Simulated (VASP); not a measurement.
Wanted: the native input for a VASP 6.6.1 run.

- Task: relaxation of cell and atoms
- Functional: PBEsol
- Potentials or basis: VASP PAW PBE potentials, release 64 (Si)
- Cutoff: 600 eV
- k mesh: 12 × 12 × 12
- Occupations: gaussian, width 0.01 eV
- Spin: no spin polarisation
- Dipole correction: no
- Further INCAR settings: ALGO = Normal; EDIFF = 1e-06; IBRION = 2; EDIFFG = -0.001; NSW = 80; ISIF = 3

The structure of Si lies in POSCAR:

```
Si
1.0
    0.0000000000      2.7168139362      2.7168139362
    2.7168139362      0.0000000000      2.7168139362
    2.7168139362      2.7168139362      0.0000000000
Si
2
Direct
    0.7500000000      0.7500000000      0.7500000000
    0.5000000000      0.5000000000      0.5000000000
```

The input as run:

INCAR

```
PREC = Accurate
ENCUT = 600
EDIFF = 1E-6
ISMEAR = 0
SIGMA = 0.01
LREAL = F
LASPH = T
NELM = 80
ALGO = Normal
ISIF = 3
LWAVE = F
LCHARG = F
GGA = PS
IBRION = 2
NSW = 80
EDIFFG = -0.001
```

KPOINTS

```
Automatic mesh
0
Gamma
  12 12 12
```

Potentials or basis: VASP PAW PBE potentials, release 64 (Si).

The run is started by

```bash
$ cat potpaw_PBE.64/Si/POTCAR > POTCAR
$ mpirun -np 1 vasp_std > vasp.out
```

Results of the run:

| Item | Value |
| --- | --- |
| Relaxed volume | 20.08 Å³/atom |
| Relaxed cell | a = 3.844 Å, b = 3.844 Å, c = 3.844 Å, α = 60.00°, β = 60.00°, γ = 60.00° |
| Space group after relaxing (to 0.05 Å) | Fd-3m (No. 227) |
| Energy gained by relaxing | 0.0 meV/atom |
| Ionic steps | 3 |
| Pressure after relaxing | 0.0 GPa |
| Band gap on the k mesh | 0.46 eV, indirect (least direct gap 2.52 eV) |

Caveat: the PAW data sets were made with another functional, which shifts forces and pressure a little.

Run time: 25 s on 1 thread of Intel(R) Xeon(R) Platinum 8259CL CPU @ 2.50GHz (Skylake/Cascade Lake), with other jobs on the host, peak memory 0.18 GiB.
